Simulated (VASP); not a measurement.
A run of VASP 6.6.1 is set up as follows.

File INCAR:

```
PREC = Accurate
ENCUT = 520
EDIFF = 1E-6
ISMEAR = 0
SIGMA = 0.05
LREAL = False
LASPH = True
NELM = 80
ALGO = Normal
ISIF = 2
LWAVE = False
LCHARG = False
GGA = PE
IVDW = 12
NBANDS = 31
```

File KPOINTS:

```
Automatic mesh
0
Gamma
  7 11 3
```

POSCAR

```
C
1.0
    0.0000000000      1.4231666446     -3.3613878322
   -2.4649969361      0.0000000000      0.0000000000
    1.6433312908     10.1323830464      3.0740738372
C
10
Direct
    0.4400841757      0.1393479527      0.8090219290
    0.7571039867      0.6414719703      0.0622079555
    0.9278490339      0.2659409659      0.2489114489
    0.0985940812      0.8904099615      0.4356149422
    0.2693391285      0.5148789571      0.6223184356
    0.8136410606      0.1829970253      0.1244955379
   -0.0156138921      0.8074660208      0.3111990313
    0.1551311551      0.4319350164      0.4979025246
    0.3258762024      1.0564040120      0.6846060180
    0.4966212497      0.6808730076      0.8713095114
```

Potentials or basis: VASP PAW PBE potentials, release 64 (C).

The run is started by

```sh
$ cat potpaw_PBE.64/C/POTCAR > POTCAR
$ mpirun -np 1 vasp_std > vasp.out
```

**Question.** What does it give for the dispersion energy per atom?

**Answer.** -0.152 eV.

**Question.** What does it give for the band gap on the k mesh?

**Answer.** Zero (band 20 reaches 4.30 eV, above the bottom of band 21 at 4.14 eV).

Forces in eV/Å, atoms in the order of the input:
```
C   -0.176  2.984 -0.174
C   -1.374 -1.170  0.272
C   -0.171  0.808 -0.069
C   -0.037  0.297  0.029
C   -0.033  0.430  0.024
C    0.176 -2.984  0.174
C    0.033 -0.430 -0.024
C    0.037 -0.297 -0.029
C    0.171 -0.808  0.069
C    1.374  1.170 -0.272
```

Caveat: forces of over 1 eV/Å act on the atoms, so gaps and moduli don't describe the material at rest.
